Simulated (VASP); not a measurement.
Input of a VASP 6.6.1 run:

The input INCAR:

```
SYSTEM = LiCl
  ALGO = Normal
  EDIFF = 1E-8
  ENCUT = 520
  GGA = PE
  ISIF = 2
  ISMEAR = -1
  LASPH = .True.
  LCHARG = .False.
  LEFG = .True.
  LREAL = .False.
  LWAVE = .False.
  NBANDS = 12
  NELM = 80
  PREC = Accurate
  SIGMA = 0.03
```

Contents of KPOINTS:

```
k-points
0
Gamma
  9 9 9
  0 0 0
```

The input POSCAR:

```
LiCl
1.0
    0.0000000000      2.5647600000      2.5647600000
    2.5647600000      0.0000000000      2.5647600000
    2.5647600000      2.5647600000      0.0000000000
Li Cl
1 1
Direct
    0.0000000000      0.0000000000      0.0000000000
    0.5097475007      0.5097475007      0.4902524993
```

Potentials or basis: VASP PAW PBE potentials, release 64 (Li_sv, Cl).

Command:

```sh
$ cat potpaw_PBE.64/Li_sv/POTCAR potpaw_PBE.64/Cl/POTCAR > POTCAR
$ mpirun -np 1 vasp_std > vasp.out
```

Estimate the band gap on the k mesh.

6.34 eV, direct.

Estimate the largest force.

0.034 eV/Å.

Forces on the atoms (eV/Å):
```
Li   0.000  0.000  0.034
Cl   0.000  0.000 -0.034
```

Caveat: the cell differs from its parent crystal (atom 2 (Cl) moved by [0.0, 0.0, 0.05] A); without QUAD_EFG the Cq values of the log hold for a quadrupole moment of 1 mb, not for the nuclei. A k mesh can miss the band edges.
